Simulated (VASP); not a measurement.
Here is a VASP 6.6.1 calculation.

INCAR

```
PREC = Accurate
ENCUT = 520
EDIFF = 1E-6
ISMEAR = -1
SIGMA = 0.1
LREAL = False
LASPH = True
NELM = 80
ALGO = Normal
ISIF = 2
LWAVE = False
LCHARG = False
GGA = PS
NBANDS = 12
```

File KPOINTS:

```
regular mesh
0
Gamma
  9 9 9
```

POSCAR

```
Au
1.0
    0.0000000000      2.0396005395      2.0396005395
    2.0396005395      0.0000000000      2.0396005395
    2.0396005395      2.0396005395      0.0000000000
Au
1
Direct
    0.0000000000      0.0000000000      0.0000000000
```

Potentials or basis: VASP PAW PBE potentials, release 64 (Au).

The run is started by

```console
$ cat potpaw_PBE.64/Au/POTCAR > POTCAR
$ mpirun -np 1 vasp_std > vasp.out
```

(1) What does it give for the pressure?

Results:

(1) 0.1 GPa.

Caveat: the PAW data sets were made with another functional, which shifts forces and pressure a little.
